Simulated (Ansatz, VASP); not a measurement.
# Ir in VASP and in Ansatz

```
CELL_PARAMETERS angstrom
0.00000 1.96530 1.96530
1.96530 0.00000 1.96530
1.96530 1.96530 0.00000
ATOMIC_POSITIONS crystal
Ir 0.00000 0.00000 0.00000
```

Alike in both runs: task single point; functional PBEsol; k mesh 23 × 23 × 23; occupations fermi-dirac, width 0.05 eV; collinear spin.

```csv
,VASP,Ansatz
version,VASP 6.6.1,Ansatz 0.2.0
potentials or method,"VASP PAW PBE potentials, release 64 (Ir), cutoff 520 eV","plane waves (420 eV) with PAW, scalar-relativistic"
valence electrons in the cell,9,17
```

|  | VASP | Ansatz | Ansatz less VASP |
| --- | --- | --- | --- |
| pressure (GPa) | -24.1 | -24.7 | -0.55 |
| net moment per atom (μB) | 0.00 | 0.00 | -0.001 |

VASP's potentials were made for PBE, not for PBEsol, and Ansatz warns of the same on its side. VASP's potentials hold 9 valence electrons a cell and Ansatz's 17, so a difference there can come from the potentials and not from the codes. Ansatz's warnings: seeded moment not kept.

Neither program's run includes spin-orbit coupling.
